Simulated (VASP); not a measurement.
The system is Ru.

```
CELL_PARAMETERS angstrom
2.70000 0.00000 0.00000
-1.35000 2.33827 0.00000
0.00000 0.00000 4.27680
ATOMIC_POSITIONS crystal
Ru 0.33333 0.66667 0.75000
Ru 0.66667 0.33333 0.25000
```

| Property | Result |
| --- | --- |
| Program | VASP 6.6.1 |
| Task | relaxation of cell and atoms |
| Functional | PBEsol |
| Potentials or basis | VASP PAW PBE potentials, release 64 (Ru_pv) |
| Cutoff | 600 eV |
| k mesh | 18 × 18 × 10 |
| Occupations | gaussian, width 0.05 eV |
| Spin | no spin polarisation |

At the start: pressure -4.7 GPa; volume 13.50 Å³/atom.

Task: Where does the relaxation end?

Result: Over 4 steps the energy falls by 2.8 meV/atom and the volume is 13.31 Å³/atom (-1.4 %); space group P6_3/mmc (No. 194, to 0.05 Å).

The path:
| step | energy change (eV) | largest force (eV/Å) | pressure (GPa) | volume (Å³) |
| --- | --- | --- | --- | --- |
| 1 | 0.0000 | 0.0000 | -4.72 | 27.00 |
| 2 | 0.0541 | 0.0000 | 17.27 | 25.47 |
| 3 | -0.0056 | 0.0000 | -0.08 | 26.63 |
| 4 | -0.0056 | 0.0000 | 0.01 | 26.63 |

Final structure:
```cif
data_structure
_symmetry_space_group_name_H-M 'P 1'
_symmetry_Int_Tables_number 1
_cell_length_a 2.6882
_cell_length_b 2.6882
_cell_length_c 4.2547
_cell_angle_alpha 90.000
_cell_angle_beta 90.000
_cell_angle_gamma 120.000
_cell_volume 26.63
loop_
_atom_site_label
_atom_site_type_symbol
_atom_site_fract_x
_atom_site_fract_y
_atom_site_fract_z
_atom_site_occupancy
Ru1 Ru 0.33333 0.66667 0.75000 1
Ru2 Ru 0.66667 0.33333 0.25000 1
```

Caveat: the PAW data sets were made with another functional, which shifts forces and pressure a little.
